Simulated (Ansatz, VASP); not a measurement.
Ni3Hg: VASP beside Ansatz

File INCAR:

```
SYSTEM = Ni3Hg
PREC = Accurate
ENCUT = 520
EDIFF = 1E-6
ISMEAR = -1
SIGMA = 0.1
LREAL = .FALSE.
LASPH = .TRUE.
NELM = 150
ALGO = Normal
ISIF = 2
LWAVE = .FALSE.
LCHARG = .TRUE.
ISPIN = 2
MAGMOM = 1.5 1.5 1.5 0
LORBIT = 11
LMAXMIX = 4
GGA = PS
LELF = .TRUE.
LVHAR = .TRUE.
NBANDS = 33
```

Contents of KPOINTS:

```
Automatic mesh
0
G
  6 6 6
  0 0 0
```

Contents of POSCAR:

```
Ni3Hg
1.0
    3.6422585938      0.0000000000      0.0000000000
    0.0000000000      3.6422585938      0.0000000000
    0.0000000000      0.0000000000      3.6422585938
Ni Hg
3 1
Direct
    0.0000000000      0.5000000000      0.5000000000
    0.5000000000      0.0000000000      0.5000000000
    0.5000000000      0.5000000000      0.0000000000
    0.0000000000      0.0000000000      0.0000000000
```

Input for Ansatz:

```yaml
crystal:
  lattice:
    - [3.6422585937840823, 0.0, 0.0]
    - [0.0, 3.6422585937840823, 0.0]
    - [0.0, 0.0, 3.6422585937840823]
  atoms:
    - { symbol: Ni, position: [0.0, 0.5, 0.5], spin: 1.5 }
    - { symbol: Ni, position: [0.5, 0.0, 0.5], spin: 1.5 }
    - { symbol: Ni, position: [0.5, 0.5, 0.0], spin: 1.5 }
    - { symbol: Hg, position: [0.0, 0.0, 0.0] }
basis:
  ecutwfc: 476.19925930478996
kpoints:
  mp_grid:
    grid: [6, 6, 6]
hamiltonian:
  xc: pbesol
magnetization:
  spin_polarized: true
scf:
  max_iter: 55
  occupations:
    method: fermi_dirac
    width: 0.1
output:
  stress: true
```

Alike in both runs: task single point; functional PBEsol; k mesh 6 × 6 × 6; occupations fermi-dirac, width 0.1 eV; collinear spin.

```csv
,VASP,Ansatz
version,VASP 6.6.1,Ansatz 0.2.0
potentials or method,"VASP PAW PBE potentials, release 64 (Ni, Hg), cutoff 520 eV","plane waves, PAW"
valence electrons in the cell,42,74
```

Ansatz gave:

| Item | Value |
| --- | --- |
| pressure (GPa) | 7.7 |
| net moment per atom (μB) | 0.24 |
| size of the moment on the site where the two differ most (μB) | 0.34 |

**Question.** Estimate VASP's values.

**Answer.** Pressure (GPa): 9.2; net moment per atom (μB): 0.23; size of the moment on the site where the two differ most (μB): 0.32.

VASP's potentials were made for PBE, not for PBEsol. Site moments also hang on the region over which each program counts them. The functional is the same, so the differences come from potentials, cutoffs and numerics. VASP's potentials hold 42 valence electrons a cell and Ansatz's 74, so a difference there can come from the potentials and not from the codes.

Neither program's run includes spin-orbit coupling.
